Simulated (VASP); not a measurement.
Wanted: the native input for a VASP 6.6.1 run.

```yaml
Task: single point
Functional: PBE
Potentials_or_basis: VASP PAW PBE potentials, release 64 (Ge_d, S)
Cutoff: 520 eV
k_mesh: 12 × 12 × 12
Occupations: gaussian, width 0.1 eV
Spin: no spin polarisation
Dipole_correction: no
Further_INCAR_settings: ALGO = Normal; EDIFF = 1e-06; NBANDS = 32
```

The structure of Ge3S lies in POSCAR:

```
Ge3S
1.0
    4.2600482336      0.0000000000      0.0000000000
    0.0000000000      4.2600482336      0.0000000000
    0.0000000000      0.0000000000      4.2600482336
Ge S
3 1
Direct
    0.0000000000      0.5000000000      0.5000000000
    0.5000000000      0.0000000000      0.5000000000
    0.5000000000      0.5000000000      0.0000000000
    0.0000000000      0.0000000000      0.0000000000
```

The input as run:

INCAR

```
  PREC = Accurate
  ENCUT = 520
  EDIFF = 1E-6
  ISMEAR = 0
  SIGMA = 0.1
  LREAL = False
  LASPH = True
  NELM = 100
  ALGO = Normal
  ISIF = 2
  LWAVE = False
  LCHARG = True
  GGA = PE
  LELF = True
  LVHAR = True
  NBANDS = 32
```

KPOINTS

```
regular mesh
0
Gamma
  12 12 12
```

Potentials or basis: VASP PAW PBE potentials, release 64 (Ge_d, S).

Launch:

```sh
$ cat potpaw_PBE.64/Ge_d/POTCAR potpaw_PBE.64/S/POTCAR > POTCAR
$ mpirun -np 1 vasp_std > vasp.out
```

It gave:

```json
{"Pressure": "0.0 GPa", "Band gap on the k mesh": "zero (bands 24 and 25 overlap by 3.00 eV)"}
```

Wall time 47 s on 1 thread of Intel(R) Xeon(R) 6975P-C (Granite Rapids), with other jobs on the host, peak memory 0.28 GiB.
